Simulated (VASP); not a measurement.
# AlGaN2 (P-4m2) in VASP: a series of runs

Runs on AlGaN2. Level: LDA. Tasks: relaxation of the atoms, single point.

Everything below comes from runs of VASP 6.6.1. Logs are shortened: lines on timing, memory, paths and dates and some standing lists are left out, and cuts for length are marked.

## (1) The cell of the first run

Symmetry: P-4m2, No. 115, tetragonal system. The conventional cell has a = 3.115 Å, b = 3.115 Å, c = 4.121 Å, α = 90.00°, β = 90.00°, γ = 90.00°. Within 2.4 Å of Al (site symmetry -4m2) lie 4 N at 1.84 Å. Ga (site symmetry -4m2) has 4 N at 1.89 Å within 2.5 Å. N (site symmetry 2mm) has 2 Al at 1.84 Å and 2 Ga at 1.89 Å within 2.4 Å.

## (2) Relaxation of the atoms, LDA (strain along c alone, the other axes held: -6.0 %)

Contents of INCAR:

```
  PREC = Accurate
  ENCUT = 520
  EDIFF = 1E-6
  ISMEAR = 0
  SIGMA = 0.02
  LREAL = F
  LASPH = T
  NELM = 80
  ALGO = Normal
  ISIF = 2
  LWAVE = F
  LCHARG = F
  GGA = CA
  IBRION = 2
  NSW = 60
  EDIFFG = -0.008
```

Contents of KPOINTS:

```
regular mesh
0
Gamma
  8 8 6
```

Contents of POSCAR:

```
AlGaN2
1.0
    3.1152864669      0.0000000000      0.0000000000
    0.0000000000      3.1152864669      0.0000000000
    0.0000000000      0.0000000000      4.1212703887
Al Ga N
1 1 2
Direct
    0.5000000000      0.5000000000      0.5000000000
    0.0000000000      0.0000000000      0.0000000000
    0.5000000000      0.0000000000      0.7392191729
    0.0000000000      0.5000000000      0.2607808271
```

Potentials or basis: VASP PAW LDA potentials, release 64 (Al, Ga_d, N).

Command:

```bash
cat potpaw_LDA.64/Al/POTCAR potpaw_LDA.64/Ga_d/POTCAR potpaw_LDA.64/N/POTCAR > POTCAR
mpirun -np 1 vasp_std > vasp.out
```

OUTCAR:

```text
PREC = Accurate
   ENCUT = 520
   EDIFF = 1E-6
   ISMEAR = 0
   LREAL = F
   LASPH = T
   NELM = 80
   ISIF = 2
   GGA = CA
   IBRION = 2
   NSW = 60
   EDIFFG = -0.008

 ion  position               nearest neighbor table
   1  0.500  0.500  0.500-   3 1.84   4 1.84   3 1.84   4 1.84   2 3.02   2 3.02   2 3.02   2 3.02
                             2 3.02   2 3.02   2 3.02   2 3.02
   2  0.000  0.000  0.000-   3 1.89   4 1.89   4 1.89   3 1.89   1 3.02   1 3.02   1 3.02   1 3.02
                             1 3.02   1 3.02   1 3.02   1 3.02
   3  0.500  0.000  0.739-   1 1.84   1 1.84   2 1.89   2 1.89
   4  0.000  0.500  0.261-   1 1.84   1 1.84   2 1.89   2 1.89

  LATTYP: Found a simple tetragonal cell.
 ALAT       =     3.1152864669
 C/A-ratio  =     1.3229185927

  Lattice vectors:

 A1 = (   3.1152864669,   0.0000000000,   0.0000000000)
 A2 = (   0.0000000000,   3.1152864669,   0.0000000000)
 A3 = (   0.0000000000,   0.0000000000,   4.1212703887)

Analysis of symmetry for initial positions (statically):
=====================================================================
 Subroutine PRICEL returns:
 Original cell was already a primitive cell.

 Routine SETGRP: Setting up the symmetry group for a
 simple tetragonal supercell.

 Subroutine GETGRP returns: Found  8 space group operations
 (whereof  8 operations were pure point group operations)
 out of a pool of 16 trial point group operations.

The static configuration has the point symmetry D_2d.

Analysis of symmetry for dynamics (positions and initial velocities):
=====================================================================
 Subroutine PRICEL returns:
 Original cell was already a primitive cell.

 Routine SETGRP: Setting up the symmetry group for a
 simple tetragonal supercell.

 Subroutine GETGRP returns: Found  8 space group operations
 (whereof  8 operations were pure point group operations)
 out of a pool of 16 trial point group operations.

The dynamic configuration has the point symmetry D_2d.

 Subroutine INISYM returns: Found  8 space group operations
 (whereof  8 operations are pure point group operations),
 and found     1 'primitive' translations

----------------------------------------------------------------------------------------

                                     Primitive cell

  volume of cell :      39.9970

  direct lattice vectors                    reciprocal lattice vectors
     3.115286467  0.000000000  0.000000000     0.320997767  0.000000000  0.000000000
     0.000000000  3.115286467  0.000000000     0.000000000  0.320997767  0.000000000
     0.000000000  0.000000000  4.121270389     0.000000000  0.000000000  0.242643628

  length of vectors
     3.115286467  3.115286467  4.121270389     0.320997767  0.320997767  0.242643628

  position of ions in fractional coordinates (direct lattice)
     0.500000000  0.500000000  0.500000000
     0.000000000  0.000000000  0.000000000
     0.500000000  0.000000000  0.739219173
     0.000000000  0.500000000  0.260780827

  ion indices of the primitive-cell ions
   primitive index   ion index
                 1           1
                 2           2
                 3           3
                 4           4

----------------------------------------------------------------------------------------

 KPOINTS: regular mesh

Automatic generation of k-mesh.
 Grid dimensions read from file:
 generate k-points for:    8    8    6

 Generating k-lattice:

  Cartesian coordinates                     Fractional coordinates (reciprocal lattice)
     0.040124721  0.000000000  0.000000000     0.125000000  0.000000000  0.000000000
     0.000000000  0.040124721  0.000000000     0.000000000  0.125000000  0.000000000
     0.000000000  0.000000000  0.040440605     0.000000000  0.000000000  0.166666667

  Length of vectors
     0.040124721  0.040124721  0.040440605

  Shift w.r.t. Gamma in fractional coordinates (k-lattice)
     0.000000000  0.000000000  0.000000000

 Subroutine IBZKPT returns following result:
 ===========================================

 Found     60 irreducible k-points:

 Following reciprocal coordinates:
            Coordinates               Weight
  0.000000  0.000000  0.000000      1.000000
  0.125000  0.000000  0.000000      4.000000
  0.250000  0.000000  0.000000      4.000000
  0.375000  0.000000  0.000000      4.000000
  0.500000  0.000000  0.000000      2.000000
  0.125000  0.125000  0.000000      4.000000
[... 16 lines left out ...]
  0.375000  0.125000  0.166667     16.000000
  0.500000  0.125000  0.166667      8.000000
 [... further k-points ...]
   k-points           NKPTS =     60   k-points in BZ     NKDIM =     60   number of bands    NBANDS=     17
   number of dos      NEDOS =    301   number of ions     NIONS =      4
   total plane-waves  NPLWV =  18432
   dimension x,y,z NGX =    24 NGY =   24 NGZ =   32
   dimension x,y,z NGXF=    48 NGYF=   48 NGZF=   64
   ions per type =               1   1   2
   NGX,Y,Z   is equivalent  to a cutoff of  12.81, 12.81, 12.91 a.u.
   NGXF,Y,Z  is equivalent  to a cutoff of  25.61, 25.61, 25.82 a.u.
 SYSTEM =  unknown system
   PREC   = accura    normal or accurate (medium, high low for compatibility)
   ISTART =      0    job   : 0-new  1-cont  2-samecut
   ICHARG =      2    charge: 1-file 2-atom 10-const
   ISPIN  =      1    spin polarized calculation?
   LNONCOLLINEAR =      F non collinear calculations
   LSORBIT =      F    spin-orbit coupling
   LASPH  =      T    aspherical Exc in radial PAW
   ENCUT  =  520.0 eV  38.22 Ry    6.18 a.u.   5.79  5.79  7.66*2*pi/ulx,y,z
   NELM   =     80;   NELMIN=  2; NELMDL= -5     # of ELM steps
   EDIFF  = 0.1E-05   stopping-criterion for ELM
   LREAL  =      F    real-space projection
   EDIFFG = -.8E-02   stopping-criterion for IOM
   NSW    =     60    number of steps for IOM
   IBRION =      2    ionic relax: 0-MD 1-quasi-New 2-CG
   NFREE  =      1    steps in history (QN), initial steepest desc. (CG)
   ISIF   =      2    stress and relaxation
   ISYM   =      2    0-nonsym 1-usesym 2-fastsym
   POTIM  = 0.5000    time-step for ionic-motion
   TEBEG  =    0.0;   TEEND  =   0.0 temperature during run
   PSTRESS=    0.0 pullay stress
   NELECT =      26.0000    total number of electrons
   NUPDOWN=      -1.0000    fix difference up-down
   EMIN   =  10.00;   EMAX   =-10.00  energy-range for DOS
   EFERMI =   0.00;   METHOD = LEGACY
   ISMEAR =     0;   SIGMA  =   0.02  broadening in eV -4-tet -1-fermi 0-gaus
   EFERMI_NEDOS =   21; number of points for ismear=-14 and -15
   IALGO  =     38    algorithm
   IMIX   =      4    mixing-type and parameters
     AMIX     =   0.40;   BMIX     =  1.00
     AMIX_MAG =   1.60;   BMIX_MAG =  1.00
  volume/ion in A,a.u.               =      10.00        67.48
  Fermi-wavevector in a.u.,A,eV,Ry     =   1.418155  2.679924 27.363528  2.011163
  Thomas-Fermi vector in A             =   2.539310
   LORBIT       =      0    0 simple, 1 ext, 2 COOP (PROOUT), +10 PAW based schemes
   GGA     = CA    functional components
   LHFCALC =     F    Hartree Fock is set to
   AEXX    =    0.0000 exact exchange contribution
   IVDW    =     0    specifies the selected vdW correction
   LEPSILON=     F    determine dielectric tensor
   LRPA    =     F    only Hartree local field effects (RPA)
 conjugate gradient relaxation of ions
 non-spin polarized calculation
 Gauss-broadening in eV      SIGMA  =   0.02
  energy-cutoff  :      520.00
  volume of cell :       40.00
 maximum number of plane-waves:      1096
 NGX is ok and might be reduce to    24
   NGX = 11   NGY = 11   NGZ = 15

--------------------------------------- Ionic step        1  -------------------------------------------

 number of electron      25.9999987 magnetization

 Free energy of the ion-electron system (eV)
  ---------------------------------------------------
  ext. energy  EPLUGINS =         0.00000000
  ---------------------------------------------------
  free energy    TOTEN  =       -30.15695268 eV

  energy without entropy =      -30.15695268  energy(sigma->0) =      -30.15695268

------------------------ aborting loop because EDIFF is reached ----------------------------------------

  FORCE on cell =-STRESS in cart. coord.  units (eV):
  Direction    XX          YY          ZZ          XY          YZ          ZX
  --------------------------------------------------------------------------------------
  -------------------------------------------------------------------------------------
  Total        3.2758453      3.2758453      4.7559980      0.0000000      0.0000000      0.0000000
  in kB      131.2220692    131.2220692    190.5132395      0.0000000      0.0000000      0.0000000
  external PRESSURE =     150.9857926 kB  Pullay stress =       0.0000000 kB
[... 61 lines left out ...]
  energy  without entropy=      -30.1571774631  energy(sigma->0) =      -30.15717746

--------------------------------------- Ionic step        3  -------------------------------------------

 number of electron      25.9999987 magnetization

 Free energy of the ion-electron system (eV)
  ---------------------------------------------------
  ext. energy  EPLUGINS =         0.00000000
  ---------------------------------------------------
  free energy    TOTEN  =       -30.15720882 eV

  energy without entropy =      -30.15720882  energy(sigma->0) =      -30.15720882

 E-fermi :   6.3951     XC(G=0): -12.1580

 val. band max:        6.2630649536   @ k =   0.0000   0.0000   0.0000
 cond. band min:       9.7067663929   @ k =   0.0000   0.0000   0.0000
 fundamental gap:      3.4437014392
 Fermi energy:         6.3950945850

 k-point     1 :       0.0000    0.0000    0.0000
  band No.  band energies     occupation
      1      -9.6929      2.00000
      2      -7.9543      2.00000
      3      -6.7986      2.00000
      4      -6.7986      2.00000
      5      -6.7468      2.00000
      6      -6.5168      2.00000
[... 9 lines left out ...]
     16      13.5594      0.00000
     17      18.1671      0.00000
[... 443 lines left out ...]
      1      -8.2344      2.00000
      2      -8.1214      2.00000
      3      -6.7812      2.00000
      4      -6.6581      2.00000
      5      -6.6398      2.00000
      6      -5.9353      2.00000
[... 9 lines left out ...]
     16      14.5332      0.00000
     17      15.1120      0.00000

 [... further k-points ...]
[... 5 lines left out ...]
  --------------------------------------------------------------------------------------
  -------------------------------------------------------------------------------------
  Total        3.2818514      3.2818514      4.7423289      0.0000000      0.0000000     -0.0000000
  in kB      131.4626564    131.4626564    189.9656880      0.0000000      0.0000000     -0.0000000
  external PRESSURE =     150.9636670 kB  Pullay stress =       0.0000000 kB
[... 19 lines left out ...]
  FREE ENERGIE OF THE ION-ELECTRON SYSTEM (eV)
  ---------------------------------------------------
  free  energy   TOTEN  =       -30.1572088187 eV

  energy  without entropy=      -30.1572088187  energy(sigma->0) =      -30.15720882

 reached required accuracy - stopping structural energy minimisation
```

It took 28 s on 1 thread of AMD EPYC 9R45 (Zen 5), shared host; peak memory 0.14 GiB.

Results:

```
Free energy               : -30.1572 eV
Energy gained by relaxing : 0.1 meV/atom
Ionic steps               : 3
Pressure after relaxing   : 15.1 GPa
Band gap on the k mesh    : 3.44 eV, direct
```

Step by step:
```tsv
step	energy change (eV)	largest force (eV/Å)	pressure (GPa)
1	0.0000	0.0844	15.10
2	-0.0002	0.0299	15.07
3	-0.0003	0.0000	15.10
```

Final structure:
```xyz
4
Lattice="3.1153 0.0000 0.0000 0.0000 3.1153 0.0000 0.0000 0.0000 4.1213" Properties=species:S:1:pos:R:3 pbc="T T T"
Al    1.5576    1.5576    2.0606
Ga    0.0000    0.0000    0.0000
N     1.5576    0.0000    3.0435
N     0.0000    1.5576    1.0778
```

Levels at points of the mesh, in eV from the valence-band top:
```csv
k point,band 11,band 12,band 13,band 14,band 15,band 16
"(0.00, 0.00, 0.00)",-0.06,0.00,0.00,3.44,3.59,7.30
"(0.50, 0.00, 0.00)",-2.71,-1.25,-0.99,7.24,7.74,7.86
"(0.50, 0.50, 0.00)",-2.24,-2.22,-2.21,3.49,3.49,7.19
"(0.00, 0.00, 0.50)",-1.88,-1.21,-1.21,5.75,6.04,8.37
"(0.50, 0.00, 0.50)",-0.79,-0.70,-0.28,5.81,7.05,9.62
"(0.50, 0.50, 0.50)",-3.56,-3.56,-3.50,6.82,6.82,9.81
```

Caveat: the cell differs from its parent crystal (strain along c alone, the other axes held: -6.0 %). A k mesh can miss the band edges.

(Part 1 of 2 ends here.)
